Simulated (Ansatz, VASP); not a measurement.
**Cu5Pt2: VASP beside Ansatz**

```
Cu Pt
1.0
     0.00000    4.20895    4.20895
     4.20895    0.00000    4.20895
     4.20895    4.20895    0.00000
Cu Pt
5 2
Cartesian
  3.4020 3.4020 3.4020
  5.0159 5.0159 3.4020
  5.0159 3.4020 5.0159
  3.4020 5.0159 5.0159
  0.0000 0.0000 0.0000
  6.3134 6.3134 6.3134
  2.1045 2.1045 2.1045
```

Alike in both runs: functional PBE; k mesh 4 × 4 × 4; occupations gaussian, width 0.1 eV; no spin polarisation.

Ansatz relaxed the structure, and its values are those at the end. VASP's run is a single point on that final structure, the one shown.

|  | VASP | Ansatz |
| --- | --- | --- |
| version | VASP 6.6.1 | Ansatz 0.2.0 |
| potentials or method | VASP PAW PBE potentials, release 64 (Cu, Pt), cutoff 520 eV | scalar-relativistic, plane waves, PAW |
| valence electrons in the cell | 75 | 131 |

```tsv
	VASP	Ansatz	Ansatz less VASP
gap on the k mesh at the Fermi level (eV)	none	none	-
pressure (GPa)	0.1	-0.1	-0.17
rms of the force components (eV/Å)	0.018	0.001	-0.0171
```

A gap of «none» marks a metal or a gap that the smearing closes. VASP's potentials hold 75 valence electrons a cell and Ansatz's 131, so a difference there can come from the potentials and not from the codes.

Spin-orbit coupling is off throughout.
